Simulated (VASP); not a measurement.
**TiSi5: relaxation of cell and atoms with PBE**

TiSi5:

```
Si Ti
1.0
     2.22591   -3.85540    0.00000
    -4.45183    0.00000    0.00000
     0.00000    0.00000   -5.29225
Si Ti
5 1
Cartesian
  -4.4518 0.0000 -2.6461
  -4.4518 0.0000 0.0000
  -2.2259 -1.2851 -1.3231
  -2.2259 -1.2851 -3.9692
  0.0000 -2.5703 -3.9692
  0.0000 -2.5703 -1.3231
```

```json
{"Program": "VASP 6.6.1", "Task": "relaxation of cell and atoms", "Functional": "PBE", "Potentials or basis": "VASP PAW PBE potentials, release 64 (Si, Ti_sv)", "Cutoff": "500 eV", "k mesh": "12 × 12 × 8", "Occupations": "gaussian, width 0.1 eV", "Spin": "no spin polarisation", "Dipole correction": "no", "Further INCAR settings": "ALGO = Normal; EDIFF = 1e-07; IBRION = 2; EDIFFG = -0.015; NSW = 80; ISIF = 3"}
```

```yaml
Relaxed_volume: 15.01 Å³/atom
Relaxed_cell: a = 4.483 Å, b = 4.483 Å, c = 5.172 Å, α = 90.00°, β = 90.00°, γ = 120.00°
Space_group_after_relaxing_to_0.1_Å: P-6m2 (No. 187)
Energy_gained_by_relaxing: 5.4 meV/atom
Ionic_steps: 4
Pressure_after_relaxing: -0.1 GPa
Largest_force_after_relaxing: 0.010 eV/Å
Band_gap_on_the_k_mesh: zero (bands 16 and 17 overlap by 1.62 eV)
```

Forces in eV/Å, atoms in the order of the input:
```
Si   0.000  0.000 -0.010
Si   0.000  0.000  0.010
Si   0.000  0.000  0.000
Si   0.000  0.000  0.000
Si   0.000  0.000  0.000
Ti   0.000  0.000  0.000
```

Step by step:
```tsv
step	energy change (eV)	largest force (eV/Å)	pressure (GPa)	volume (Å³)
1	0.0000	0.0515	-1.05	90.83
2	-0.0307	0.0268	0.40	89.53
3	-0.0311	0.0222	0.60	89.37
4	-0.0326	0.0100	-0.11	90.03
```

Final structure:
```
CELL_PARAMETERS angstrom
2.24160 -3.88257 0.00000
-4.48321 0.00000 0.00000
0.00000 0.00000 -5.17242
ATOMIC_POSITIONS crystal
Si 0.00000 0.00000 0.50077
Si 0.00000 0.00000 0.99923
Si 0.33333 0.66667 0.25000
Si 0.33333 0.66667 0.75000
Si 0.66667 0.33333 0.75000
Ti 0.66667 0.33333 0.25000
```

Levels at points of the mesh, in eV from the Fermi level:
| k point | band 14 | band 15 | band 16 | band 17 | band 18 | band 19 |
| --- | --- | --- | --- | --- | --- | --- |
| (0.00, 0.00, 0.00) | -0.42 | -0.42 | -0.35 | -0.35 | -0.23 | -0.09 |
| (0.50, 0.00, 0.00) | -1.10 | -0.86 | -0.61 | 0.00 | 1.68 | 2.08 |
| (0.00, 0.00, 0.50) | -3.12 | -2.87 | -2.87 | -0.64 | 0.29 | 0.29 |
| (0.50, 0.00, 0.50) | -0.59 | 0.08 | 0.49 | 1.22 | 1.58 | 1.78 |

It took 14 min on 1 thread of Oxide Virtual Turin-like Processor (shared host), peak memory 0.27 GiB.
